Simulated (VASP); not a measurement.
BeTeSe3:

```
Be Te Se
1.0
     5.12604    0.00000    0.00000
     0.00000    5.12604    0.00000
     0.00000    0.00000    5.12604
Be Te Se
1 1 3
Direct
  0.00000 0.00000 0.00000
  0.50000 0.50000 0.50000
  0.00000 0.50000 0.50000
  0.50000 0.00000 0.50000
  0.50000 0.50000 0.00000
```

```yaml
Program: VASP 6.6.1
Task: relaxation of cell and atoms
Functional: PBEsol
Potentials_or_basis: VASP PAW PBE potentials, release 64 (Be, Te, Se)
Cutoff: 600 eV
k_mesh: 4 × 4 × 4
Occupations: fermi-dirac, width 0.03 eV
Spin: no spin polarisation
```

At the start: pressure 4.3 GPa; volume 26.94 Å³/atom.

**Question.** How do energy, volume and symmetry change on relaxing?

**Answer.** Over 3 steps the energy falls by 28.6 meV/atom and the volume is 29.20 Å³/atom (+8.4 %); space group Pm-3m (No. 221, to 0.05 Å).

The path:
```csv
step,energy change (eV),largest force (eV/Å),pressure (GPa),volume (Å³)
1,0.0000,0.0000,4.35,134.69
2,-0.1326,0.0000,-0.97,149.44
3,-0.1430,0.0000,0.02,146.02
```

Final structure:
```
CELL_PARAMETERS angstrom
5.26588 0.00000 0.00000
0.00000 5.26588 0.00000
0.00000 0.00000 5.26588
ATOMIC_POSITIONS crystal
Be 0.00000 0.00000 0.00000
Te 0.50000 0.50000 0.50000
Se 0.00000 0.50000 0.50000
Se 0.50000 0.00000 0.50000
Se 0.50000 0.50000 0.00000
```

Caveat: the PAW data sets were made with another functional, which shifts forces and pressure a little.
